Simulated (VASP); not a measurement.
# Cr (Pm-3m) in VASP: further runs

Cr is run at these levels: LDA; tasks: single point.

Everything below comes from runs of VASP 6.6.1. Logs are shortened: lines on timing, memory, paths and dates and some standing lists are left out, and cuts for length are marked.

### Step 1. The cell of the first run

The structure is cubic, space group Pm-3m (No. 221). The conventional cell has a = 2.282 Å, b = 2.282 Å, c = 2.282 Å, α = 90.00°, β = 90.00°, γ = 90.00°. Within 3.0 Å of Cr (site symmetry m-3m) lie 6 Cr at 2.28 Å.

### Step 2. Single point, LDA

The input, INCAR:

```
PREC = Accurate
ENCUT = 520
EDIFF = 1E-6
ISMEAR = -1
SIGMA = 0.1
LREAL = False
LASPH = True
NELM = 100
ALGO = Normal
ISIF = 2
LWAVE = False
LCHARG = True
LELF = True
LVHAR = True
NBANDS = 12
```

The input, KPOINTS:

```
regular mesh
0
Gamma
  13 13 13
```

The input, POSCAR:

```
Cr
1.0
    2.2822183303      0.0000000000      0.0000000000
    0.0000000000      2.2822183303      0.0000000000
    0.0000000000      0.0000000000      2.2822183303
Cr
1
Direct
    0.0000000000      0.0000000000      0.0000000000
```

Potentials or basis: VASP PAW LDA potentials, release 64 (Cr_pv).

The run is started by

```bash
$ cat potpaw_LDA.64/Cr_pv/POTCAR > POTCAR
$ mpirun -np 1 vasp_std > vasp.out
```

OUTCAR:

```text
PREC = Accurate
   ENCUT = 520
   EDIFF = 1E-6
   ISMEAR = -1
   LREAL = False
   LASPH = True
   NELM = 100
   ISIF = 2

 ion  position               nearest neighbor table
   1  0.000  0.000  0.000-

  LATTYP: Found a simple cubic cell.
 ALAT       =     2.2822183303

  Lattice vectors:

 A1 = (   2.2822183303,   0.0000000000,   0.0000000000)
 A2 = (   0.0000000000,   2.2822183303,   0.0000000000)
 A3 = (   0.0000000000,   0.0000000000,   2.2822183303)

Analysis of symmetry for initial positions (statically):
=====================================================================
 Subroutine PRICEL returns:
 Original cell was already a primitive cell.

 Routine SETGRP: Setting up the symmetry group for a
 simple cubic supercell.

 Subroutine GETGRP returns: Found 48 space group operations
 (whereof 48 operations were pure point group operations)
 out of a pool of 48 trial point group operations.

The static configuration has the point symmetry O_h .

Analysis of symmetry for dynamics (positions and initial velocities):
=====================================================================
 Subroutine PRICEL returns:
 Original cell was already a primitive cell.

 Routine SETGRP: Setting up the symmetry group for a
 simple cubic supercell.

 Subroutine GETGRP returns: Found 48 space group operations
 (whereof 48 operations were pure point group operations)
 out of a pool of 48 trial point group operations.

The dynamic configuration has the point symmetry O_h .

 Subroutine INISYM returns: Found 48 space group operations
 (whereof 48 operations are pure point group operations),
 and found     1 'primitive' translations

----------------------------------------------------------------------------------------

                                     Primitive cell

  volume of cell :      11.8870

  direct lattice vectors                    reciprocal lattice vectors
     2.282218330  0.000000000  0.000000000     0.438170173  0.000000000  0.000000000
     0.000000000  2.282218330  0.000000000     0.000000000  0.438170173  0.000000000
     0.000000000  0.000000000  2.282218330     0.000000000  0.000000000  0.438170173

  length of vectors
     2.282218330  2.282218330  2.282218330     0.438170173  0.438170173  0.438170173

  position of ions in fractional coordinates (direct lattice)
     0.000000000  0.000000000  0.000000000

  ion indices of the primitive-cell ions
   primitive index   ion index
                 1           1

----------------------------------------------------------------------------------------

 KPOINTS: regular mesh

Automatic generation of k-mesh.
 Grid dimensions read from file:
 generate k-points for:   13   13   13

 Generating k-lattice:

  Cartesian coordinates                     Fractional coordinates (reciprocal lattice)
     0.033705398  0.000000000  0.000000000     0.076923077  0.000000000  0.000000000
     0.000000000  0.033705398  0.000000000     0.000000000  0.076923077  0.000000000
     0.000000000  0.000000000  0.033705398     0.000000000  0.000000000  0.076923077

  Length of vectors
     0.033705398  0.033705398  0.033705398

  Shift w.r.t. Gamma in fractional coordinates (k-lattice)
     0.000000000  0.000000000  0.000000000

 Subroutine IBZKPT returns following result:
 ===========================================

 Found     84 irreducible k-points:

 Following reciprocal coordinates:
            Coordinates               Weight
  0.000000  0.000000  0.000000      1.000000
  0.076923  0.000000  0.000000      6.000000
  0.153846  0.000000  0.000000      6.000000
  0.230769  0.000000  0.000000      6.000000
  0.307692  0.000000  0.000000      6.000000
  0.384615  0.000000  0.000000      6.000000
[... 16 lines left out ...]
  0.307692  0.307692  0.000000     12.000000
  0.384615  0.307692  0.000000     24.000000
 [... further k-points ...]
   k-points           NKPTS =     84   k-points in BZ     NKDIM =     84   number of bands    NBANDS=     12
   number of dos      NEDOS =    301   number of ions     NIONS =      1
   total plane-waves  NPLWV =   5832
   dimension x,y,z NGX =    18 NGY =   18 NGZ =   18
   dimension x,y,z NGXF=    36 NGYF=   36 NGZF=   36
   ions per type =               1
   NGX,Y,Z   is equivalent  to a cutoff of  13.11, 13.11, 13.11 a.u.
   NGXF,Y,Z  is equivalent  to a cutoff of  26.22, 26.22, 26.22 a.u.
 SYSTEM =  unknown system
   PREC   = accura    normal or accurate (medium, high low for compatibility)
   ISTART =      0    job   : 0-new  1-cont  2-samecut
   ICHARG =      2    charge: 1-file 2-atom 10-const
   ISPIN  =      1    spin polarized calculation?
   LNONCOLLINEAR =      F non collinear calculations
   LSORBIT =      F    spin-orbit coupling
   LASPH  =      T    aspherical Exc in radial PAW
   ENCUT  =  520.0 eV  38.22 Ry    6.18 a.u.   4.24  4.24  4.24*2*pi/ulx,y,z
   NELM   =    100;   NELMIN=  2; NELMDL= -5     # of ELM steps
   EDIFF  = 0.1E-05   stopping-criterion for ELM
   LREAL  =      F    real-space projection
   EDIFFG = 0.1E-04   stopping-criterion for IOM
   NSW    =      0    number of steps for IOM
   IBRION =     -1    ionic relax: 0-MD 1-quasi-New 2-CG
   NFREE  =      0    steps in history (QN), initial steepest desc. (CG)
   ISIF   =      2    stress and relaxation
   ISYM   =      2    0-nonsym 1-usesym 2-fastsym
   POTIM  = 0.5000    time-step for ionic-motion
   TEBEG  =    0.0;   TEEND  =   0.0 temperature during run
   PSTRESS=    0.0 pullay stress
   NELECT =      12.0000    total number of electrons
   NUPDOWN=      -1.0000    fix difference up-down
   EMIN   =  10.00;   EMAX   =-10.00  energy-range for DOS
   EFERMI =   0.00;   METHOD = LEGACY
   ISMEAR =    -1;   SIGMA  =   0.10  broadening in eV -4-tet -1-fermi 0-gaus
   EFERMI_NEDOS =   21; number of points for ismear=-14 and -15
   IALGO  =     38    algorithm
   IMIX   =      4    mixing-type and parameters
     AMIX     =   0.40;   BMIX     =  1.00
     AMIX_MAG =   1.60;   BMIX_MAG =  1.00
  volume/ion in A,a.u.               =      11.89        80.22
  Fermi-wavevector in a.u.,A,eV,Ry     =   1.642271  3.103441 36.695631  2.697053
  Thomas-Fermi vector in A             =   2.732601
   LORBIT       =      0    0 simple, 1 ext, 2 COOP (PROOUT), +10 PAW based schemes
   GGA     = CA    functional components
   LHFCALC =     F    Hartree Fock is set to
   AEXX    =    0.0000 exact exchange contribution
   IVDW    =     0    specifies the selected vdW correction
   LEPSILON=     F    determine dielectric tensor
   LRPA    =     F    only Hartree local field effects (RPA)
 non-spin polarized calculation
  energy-cutoff  :      520.00
  volume of cell :       11.89
 maximum number of plane-waves:       341
 NGX is ok and might be reduce to    18
   NGX =  9   NGY =  9   NGZ =  9

 number of electron      11.9999988 magnetization

 Free energy of the ion-electron system (eV)
  ---------------------------------------------------
  ext. energy  EPLUGINS =         0.00000000
  ---------------------------------------------------
  free energy    TOTEN  =        -9.62450364 eV

  energy without entropy =       -9.59220696  energy(sigma->0) =       -9.60835530

 E-fermi :  10.4484     XC(G=0): -13.6983

 val. band max:       10.3660851666   @ k =   0.4615   0.3846   0.1538
 cond. band min:      10.5067501099   @ k =   0.3846   0.3077   0.1538
 fundamental gap:      0.1406649433
 Fermi energy:        10.4483798847

 k-point     1 :       0.0000    0.0000    0.0000
  band No.  band energies     occupation
      1     -31.5824      2.00000
      2     -31.5824      2.00000
      3     -31.5824      2.00000
      4       2.9217      2.00000
      5       6.9706      2.00000
      6       6.9706      2.00000
      7      13.1358      0.00000
      8      13.1358      0.00000
      9      13.1358      0.00000
     10      16.2561      0.00000
     11      30.9582      0.00000
     12      30.9582      0.00000

 k-point     2 :       0.0769    0.0000    0.0000
  band No.  band energies     occupation
      1     -31.6615      2.00000
      2     -31.5756      2.00000
      3     -31.5756      2.00000
      4       3.1230      2.00000
      5       7.0155      2.00000
      6       7.1270      2.00000
      7      12.9892      0.00000
      8      12.9892      0.00000
      9      13.1471      0.00000
     10      16.2560      0.00000
     11      29.3314      0.00000
     12      31.2656      0.00000

 k-point     3 :       0.1538    0.0000    0.0000
  band No.  band energies     occupation
      1     -31.8780      2.00000
      2     -31.5568      2.00000
      3     -31.5568      2.00000
      4       3.6929      2.00000
      5       7.1418      2.00000
      6       7.5763      2.00000
      7      12.5997      0.00000
      8      12.5997      0.00000
      9      13.1784      0.00000
     10      16.2560      0.00000
     11      26.5111      0.00000
     12      32.1396      0.00000
[... 286 lines left out ...]
 k-point    23 :       0.3077    0.3077    0.0000
  band No.  band energies     occupation
      1     -32.3868      2.00000
      2     -32.3462      2.00000
      3     -31.4251      2.00000
      4       6.5276      2.00000
      5       8.0473      2.00000
      6      10.7221      0.12164
      7      11.7644      0.00000
      8      11.9452      0.00000
      9      12.1475      0.00000
     10      16.2561      0.00000
     11      21.8410      0.00000
     12      25.7062      0.00000

 k-point    24 :       0.3846    0.3077    0.0000
  band No.  band energies     occupation
      1     -32.6079      2.00000
      2     -32.3305      2.00000
      3     -31.4025      2.00000
      4       6.4373      2.00000
      5       8.1709      2.00000
      6      11.2707      0.00054
      7      11.4782      0.00007
      8      11.9449      0.00000
      9      13.4228      0.00000
     10      16.2561      0.00000
     11      20.1997      0.00000
     12      26.0626      0.00000

 [... further k-points ...]
[... 5 lines left out ...]
  --------------------------------------------------------------------------------------
  -------------------------------------------------------------------------------------
  Total        0.0327779      0.0327779      0.0327779      0.0000000      0.0000000     -0.0000000
  in kB        4.4179430      4.4179430      4.4179430      0.0000000      0.0000000     -0.0000000
  external PRESSURE =       4.4179430 kB  Pullay stress =       0.0000000 kB

 VOLUME and BASIS-vectors are now :
 -----------------------------------------------------------------------------
  energy-cutoff  :      520.00
  volume of cell :       11.89
      direct lattice vectors                 reciprocal lattice vectors
     2.282218330  0.000000000  0.000000000     0.438170173  0.000000000  0.000000000
     0.000000000  2.282218330  0.000000000     0.000000000  0.438170173  0.000000000
     0.000000000  0.000000000  2.282218330     0.000000000  0.000000000  0.438170173

 POSITION                                       TOTAL-FORCE (eV/Angst)
 -----------------------------------------------------------------------------------
      0.00000      0.00000      0.00000         0.000000      0.000000      0.000000
 -----------------------------------------------------------------------------------
    total drift:                               -0.000000      0.000000      0.000000

  FREE ENERGIE OF THE ION-ELECTRON SYSTEM (eV)
  ---------------------------------------------------
  free  energy   TOTEN  =        -9.6245036418 eV

  energy  without entropy=       -9.5922069596  energy(sigma->0) =       -9.60835530
```

Wall time 10 s (1 thread of Intel Xeon 8259CL, shared host); peak memory 0.12 GiB.

Results:

```yaml
Free_energy: -9.6245 eV
Pressure: 0.4 GPa
Band_gap_on_the_k_mesh: zero (band 6 reaches 11.53 eV, above the bottom of band 7 at 9.93 eV)
```

Caveat: the run has no spin polarisation, though such a crystal can be magnetic.

### Step 3. Single point, LDA (volume scaled by 0.88)

The input, INCAR:

```
SYSTEM = Cr
PREC = Accurate ; ENCUT = 520
EDIFF = 1E-7 ; ISMEAR = -1
SIGMA = 0.1 ; LREAL = .FALSE.
LASPH = .TRUE. ; NELM = 80
ALGO = Normal ; ISIF = 2
LWAVE = .FALSE. ; LCHARG = .FALSE.
GGA = CA ; NBANDS = 12
```

The input, KPOINTS:

```
regular mesh
0
G
  15 15 15
  0 0 0
```

The input, POSCAR:

```
Cr
1.0
    2.1870132452      0.0000000000      0.0000000000
    0.0000000000      2.1870132452      0.0000000000
    0.0000000000      0.0000000000      2.1870132452
Cr
1
Direct
    0.0000000000      0.0000000000      0.0000000000
```

Potentials or basis: VASP PAW LDA potentials, release 64 (Cr_pv).

The run is started by

```bash
$ cat potpaw_LDA.64/Cr_pv/POTCAR > POTCAR
$ mpirun -np 1 vasp_std > vasp.out
```

OUTCAR:

```text
SYSTEM = Cr
   PREC = Accurate
   ENCUT = 520
   EDIFF = 1E-7
   ISMEAR = -1
   LREAL = .FALSE.
   LASPH = .TRUE.
   NELM = 80
   ISIF = 2
   GGA = CA

 ion  position               nearest neighbor table
   1  0.000  0.000  0.000-

  LATTYP: Found a simple cubic cell.
 ALAT       =     2.1870132452

  Lattice vectors:

 A1 = (   2.1870132452,   0.0000000000,   0.0000000000)
 A2 = (   0.0000000000,   2.1870132452,   0.0000000000)
 A3 = (   0.0000000000,   0.0000000000,   2.1870132452)

[... 528 lines left out ...]
      4       8.1222      2.00000
      5       9.5596      2.00000
      6      11.2791      1.99996
      7      13.6545      0.00001
      8      14.0621      0.00000
      9      14.8398      0.00000
     10      18.3084      0.00000
     11      24.7138      0.00000
     12      31.6692      0.00000

 [... further k-points ...]
[... 5 lines left out ...]
  --------------------------------------------------------------------------------------
  -------------------------------------------------------------------------------------
  Total        2.5256751      2.5256751      2.5256751      0.0000000     -0.0000000      0.0000000
  in kB      386.8421787    386.8421787    386.8421787      0.0000000     -0.0000000      0.0000000
  external PRESSURE =     386.8421787 kB  Pullay stress =       0.0000000 kB

 VOLUME and BASIS-vectors are now :
 -----------------------------------------------------------------------------
  energy-cutoff  :      520.00
  volume of cell :       10.46
      direct lattice vectors                 reciprocal lattice vectors
     2.187013245  0.000000000  0.000000000     0.457244602  0.000000000  0.000000000
     0.000000000  2.187013245  0.000000000     0.000000000  0.457244602  0.000000000
     0.000000000  0.000000000  2.187013245     0.000000000  0.000000000  0.457244602

 POSITION                                       TOTAL-FORCE (eV/Angst)
 -----------------------------------------------------------------------------------
      0.00000      0.00000      0.00000         0.000000      0.000000      0.000000
 -----------------------------------------------------------------------------------
    total drift:                                0.000000      0.000000      0.000000

  FREE ENERGIE OF THE ION-ELECTRON SYSTEM (eV)
  ---------------------------------------------------
  free  energy   TOTEN  =        -9.4473491844 eV

  energy  without entropy=       -9.4051759127  energy(sigma->0) =       -9.42626255
```

It took 6.7 s on 1 thread of Intel Xeon 8259CL, shared host; peak memory 0.12 GiB.

What came out:

```
Free energy            : -9.4473 eV
Pressure               : 38.7 GPa
Band gap on the k mesh : zero (band 6 reaches 13.58 eV, above the bottom of band 7 at 11.45 eV)
```

Caveat: the run has no spin polarisation, though such a crystal can be magnetic. Spin polarisation is off, so any magnetic state and its effect on volume and gap are missing.

### Step 4. Single point, LDA (volume scaled by 0.92)

The input, INCAR:

```
SYSTEM = Cr
PREC = Accurate ; ENCUT = 520
EDIFF = 1E-7 ; ISMEAR = -1
SIGMA = 0.1 ; LREAL = .False.
LASPH = .True. ; NELM = 100
ALGO = Normal ; ISIF = 2
LWAVE = .False. ; LCHARG = .False.
NBANDS = 12
```

The input, KPOINTS:

```
regular mesh
0
Gamma
  15 15 15
  0 0 0
```

The input, POSCAR:

```
Cr
1.0
    2.2196600470      0.0000000000      0.0000000000
    0.0000000000      2.2196600470      0.0000000000
    0.0000000000      0.0000000000      2.2196600470
Cr
1
Direct
    0.0000000000      0.0000000000      0.0000000000
```

The run is started by

```bash
$ cat potpaw_LDA.64/Cr_pv/POTCAR > POTCAR
$ mpirun -np 1 vasp_std > vasp.out
```

Wall time 15 s (1 thread of Intel Xeon 8259CL, shared host); peak memory 0.12 GiB.

Results (log left out):

| Item | Value |
| --- | --- |
| Free energy | -9.5390 eV |
| Pressure | 23.3 GPa |
| Band gap on the k mesh | zero (band 6 reaches 12.84 eV, above the bottom of band 7 at 10.80 eV) |

Levels at points of the mesh, in eV from the Fermi level:
```tsv
k point	band 4	band 5	band 6	band 7	band 8	band 9
(0.00, 0.00, 0.00)	-7.81	-3.88	-3.88	3.01	3.01	3.01
```

Caveat: the run has no spin polarisation, though such a crystal can be magnetic. Spin polarisation is off, so any magnetic state and its effect on volume and gap are missing.

### Step 5. Summary

| cell | k mesh | gap on the mesh (eV) | pressure (GPa) |
| --- | --- | --- | --- |
| a = 2.282 Å, 1 atom | 13 × 13 × 13 | none | 0.4 |
| a = 2.187 Å, 1 atom | 15 × 15 × 15 | none | 38.7 |
| a = 2.220 Å, 1 atom | 15 × 15 × 15 | none | 23.3 |

Alike in all rows: task single point; level LDA; potentials or basis VASP PAW LDA potentials, release 64 (Cr_pv); no spin polarisation; cutoff (eV) 520; smearing fermi-dirac 0.1 eV.

Caveats: the run has no spin polarisation, though such a crystal can be magnetic.

Total energies depend on the potentials used, so only differences within one code and one set of settings carry meaning.
